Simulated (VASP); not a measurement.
Input of a VASP 6.6.1 run:

File INCAR:

```
PREC = Accurate ; ENCUT = 520
EDIFF = 1E-6 ; ISMEAR = 0
SIGMA = 0.05 ; LREAL = Auto
LASPH = T ; NELM = 100
ALGO = Normal ; ISIF = 2
LWAVE = F ; LCHARG = F
LDIPOL = T ; IDIPOL = 3
DIPOL = 0.5 0.5 0.475 ; GGA = PE
IVDW = 12 ; NBANDS = 73
```

File KPOINTS:

```
regular mesh
0
Gamma
  3 3 1
```

File POSCAR:

```
Si6HC7
1.0
    6.1499993378      0.0000000000      0.0000000000
   -3.0749996689      5.3260556598      0.0000000000
    0.0000000000      0.0000000000     24.2969351110
C Si H
14 12 2
Direct
    0.5000000000      0.0000000000      0.3292596356
    0.5000000000      0.5000000000      0.3292596356
    0.0000000000      0.0000000000      0.3292596356
    0.0000000000      0.5000000000      0.3292596356
    0.6666666667      0.8333333333      0.4325947560
    0.6666666667      0.3333333333      0.4325947560
    0.1666666667      0.8333333333      0.4325947560
    0.1666666667      0.3333333333      0.4325947560
    0.8314695651      0.6657312191      0.5329870497
    0.8451673721      0.1725804059      0.5441516273
    0.3326585678      0.6665710814      0.5370347218
    0.3326598489      0.1660805532      0.5370349402
    1.0273549542      0.8743575189      0.6360225576
    1.0273728093      0.6530276848      0.6360217138
    0.1666666667      0.8333333333      0.3550934157
    0.1666666667      0.3333333333      0.3550934157
    0.6666666667      0.8333333333      0.3550934157
    0.6666666667      0.3333333333      0.3550934157
    0.3344062905      0.6673107027      0.4563407756
    0.3344064039      0.1670940167      0.4563406859
    0.8320194045      0.6660092613      0.4559334737
    0.8345139016      0.1672549822      0.4578918389
    0.5007411733      0.5003644351      0.5582557408
    0.5037156689      0.0018528676      0.5504820352
    0.0012039556      0.5153447895      0.5642842293
    0.0012034466     -0.0141458995      0.5642823471
    1.0662283276      0.9834200147      0.6740348262
    1.0662773783      0.5828558986      0.6740326671
```

Potentials or basis: VASP PAW PBE potentials, release 64 (C, Si, H).

The run is started by

```sh
$ cat potpaw_PBE.64/C/POTCAR potpaw_PBE.64/Si/POTCAR potpaw_PBE.64/H/POTCAR > POTCAR
$ mpirun -np 1 vasp_std > vasp.out
```

**Question.** Predict the largest force.

**Answer.** 3.347 eV/Å.

**Question.** Estimate the band gap on the k mesh.

**Answer.** Zero (bands 53 and 54 overlap by 0.02 eV).

Forces on the atoms (eV/Å):
```
C   -0.009 -0.005  2.097
C   -0.092 -0.053  2.235
C    0.005  0.087  2.159
C    0.078 -0.039  2.159
C   -0.040  0.249  1.043
C    0.195 -0.159  1.043
C   -0.034 -0.020  0.733
C   -0.042 -0.024  1.201
C   -0.001  0.000 -0.023
C    0.000  0.000 -0.001
C    0.000 -0.001 -0.012
C   -0.001  0.000 -0.012
C   -0.032  0.048 -0.014
C    0.026 -0.052 -0.014
Si  -0.011 -0.006 -3.347
Si  -0.018 -0.010 -3.215
Si  -0.041  0.032 -3.052
Si   0.007 -0.051 -3.052
Si   0.004  0.002  0.010
Si   0.004  0.002  0.010
Si  -0.002 -0.001  0.008
Si  -0.005 -0.002  0.007
Si   0.010  0.007  0.001
Si   0.005  0.003 -0.006
Si  -0.008  0.000  0.003
Si  -0.004 -0.006  0.004
H   -0.006  0.015  0.017
H    0.010 -0.013  0.017
```

Caveat: the k points lie up to 0.39 Å⁻¹ apart.
